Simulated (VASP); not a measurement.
Wanted: the native input for a VASP 6.6.1 run.

| Property | Result |
| --- | --- |
| Task | single point |
| Functional | LDA |
| Potentials or basis | VASP PAW LDA potentials, release 64 (Sc_sv, Au) |
| Cutoff | 520 eV |
| k mesh | 11 × 11 × 11 |
| Occupations | gaussian, width 0.15 eV |
| Spin | no spin polarisation |
| Dipole correction | no |
| Further INCAR settings | ALGO = Normal; EDIFF = 1e-06; NBANDS = 24 |

The structure of ScAu2 lies in POSCAR:

```
ScAu2
1.0
   -1.7720900000      1.7720900000      4.3885100000
    1.7720900000     -1.7720900000      4.3885100000
    1.7720900000      1.7720900000     -4.3885100000
Sc Au
1 2
Direct
    0.0000000000      0.0000000000      0.0000000000
    0.6631100000      0.6631100000      0.0000000000
    0.3368900000      0.3368900000      0.0000000000
```

The input as run:

INCAR

```
  ALGO = Normal
  EDIFF = 1E-6
  ENCUT = 520
  ISIF = 2
  ISMEAR = 0
  LASPH = True
  LCHARG = False
  LREAL = False
  LWAVE = False
  NBANDS = 24
  NELM = 60
  PREC = Accurate
  SIGMA = 0.15
```

KPOINTS

```
k-points
0
Gamma
  11 11 11
```

Potentials or basis: VASP PAW LDA potentials, release 64 (Sc_sv, Au).

The run is started by

```bash
$ cat potpaw_LDA.64/Sc_sv/POTCAR potpaw_LDA.64/Au/POTCAR > POTCAR
$ mpirun -np 1 vasp_std > vasp.out
```

It gave:

- Pressure: -7.4 GPa
- Largest force: 0.019 eV/Å
- Band gap on the k mesh: zero (an odd number of electrons rules out a gap without spin polarisation)

Caveat: the cell stands under tension; spin-orbit coupling is left out, which moves the levels of the heavy elements.

It took 7.4 min on 1 thread of Intel(R) Xeon(R) Platinum 8375C CPU @ 2.90GHz (Ice Lake), with other jobs on the host, peak memory 0.3 GiB.
